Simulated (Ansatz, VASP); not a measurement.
**Ge: VASP beside Ansatz**

Contents of INCAR:

```
ALGO     = Normal         # electronic algorithm
EDIFF    = 1E-6           # SCF threshold, eV
ENCUT    = 520            # plane-wave cutoff, eV
GGA      = PE             # functional
ISIF     = 2              # what is computed and relaxed
ISMEAR   = 0              # smearing method
LASPH    = True           # aspherical terms in the spheres
LCHARG   = False          # write CHGCAR
LREAL    = False          # projectors in reciprocal space
LWAVE    = False          # write WAVECAR
NBANDS   = 36             # bands
NELM     = 80             # most SCF steps
PREC     = Accurate       # precision mode
SIGMA    = 0.1            # smearing width, eV
```

File KPOINTS:

```
k-points
0
Gamma
  14 14 10
```

Contents of POSCAR:

```
Ge
1.0
    2.8798158579      2.8798158579      0.0000000000
   -2.8798158579      2.8798158579      0.0000000000
    0.0000000000      0.0000000000      5.7596317159
Ge
4
Direct
    0.5000000000      0.5000000000      0.5000000000
    0.5000000000      0.0000000000      0.2500000000
    0.0000000000      0.0000000000      0.0000000000
    0.0000000000      0.5000000000      0.7500000000
```

Input for Ansatz:

```yaml
crystal:
  lattice:
    - [2.8798158579, 2.8798158579, 0.0]
    - [-2.8798158579, 2.8798158579, 0.0]
    - [0.0, 0.0, 5.7596317159]
  atoms:
    - { symbol: Ge, position: [0.5, 0.5, 0.5] }
    - { symbol: Ge, position: [0.5, 0.0, 0.25] }
    - { symbol: Ge, position: [0.0, 0.0, 0.0] }
    - { symbol: Ge, position: [0.0, 0.5, 0.75] }
basis:
  ecutwfc: 420
kpoints:
  mp_grid: { grid: [14, 14, 10] }
hamiltonian:
  xc: pbe
scf:
  occupations: { method: gaussian, width: 0.1 }
output:
  forces: true
  stress: true
  eigenvalues: true
```

Alike in both runs: task single point; functional PBE; k mesh 14 × 14 × 10; occupations gaussian, width 0.1 eV; no spin polarisation.

|  | VASP | Ansatz |
| --- | --- | --- |
| version | VASP 6.6.1 | Ansatz 0.2.0 |
| potentials or method | VASP PAW PBE potentials, release 64 (Ge_d), cutoff 520 eV | scalar-relativistic, plane waves, PAW |
| valence electrons in the cell | 56 | 56 |

```csv
,VASP,Ansatz,Ansatz less VASP
gap on the k mesh at the Fermi level (eV),none,none,-
pressure (GPa),0.0,0.0,+0.04
```

A gap of «none» marks a metal or a gap that the smearing closes. With one functional, cell and mesh, what is left measures potentials, basis and numerics.
